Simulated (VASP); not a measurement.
Input of a VASP 6.6.1 run:

The input INCAR:

```
SYSTEM = TaN
ALGO = Normal ; EDIFF = 1E-6
ENCUT = 520 ; GGA = PS
ISIF = 2 ; ISMEAR = -1
LASPH = .True. ; LCHARG = .False.
LREAL = .False. ; LWAVE = .False.
NBANDS = 15 ; NELM = 80
PREC = Accurate ; SIGMA = 0.02
```

KPOINTS

```
k-points
0
Gamma
  9 9 9
  0 0 0
```

The input POSCAR:

```
TaN
1.0
   -0.0435800000      2.1572100000      2.1572100000
    2.1572100000     -0.0435800000      2.1572100000
    2.1572100000      2.1572100000     -0.0435800000
Ta N
1 1
Direct
    0.5000000000      0.5000000000      0.5000000000
    0.0000000000      0.0000000000      0.0000000000
```

Potentials or basis: VASP PAW PBE potentials, release 64 (Ta_pv, N).

The run is started by

```sh
$ cat potpaw_PBE.64/Ta_pv/POTCAR potpaw_PBE.64/N/POTCAR > POTCAR
$ mpirun -np 1 vasp_std > vasp.out
```

Problem. Estimate the band gap on the k mesh.

Solution. Zero (band 8 reaches 11.36 eV, above the bottom of band 9 at 7.31 eV).

Problem. Predict the pressure.

Solution. 5.6 GPa.

Stress tensor (GPa, compression positive):
```
5.56 0.86 0.86
0.86 5.56 0.86
0.86 0.86 5.56
```

Caveat: the cell differs from its parent crystal (equal xy, yz and zx shear strains of -2 %); the PAW data sets were made with another functional, which shifts forces and pressure a little; spin-orbit coupling is left out, which moves the levels of the heavy elements.
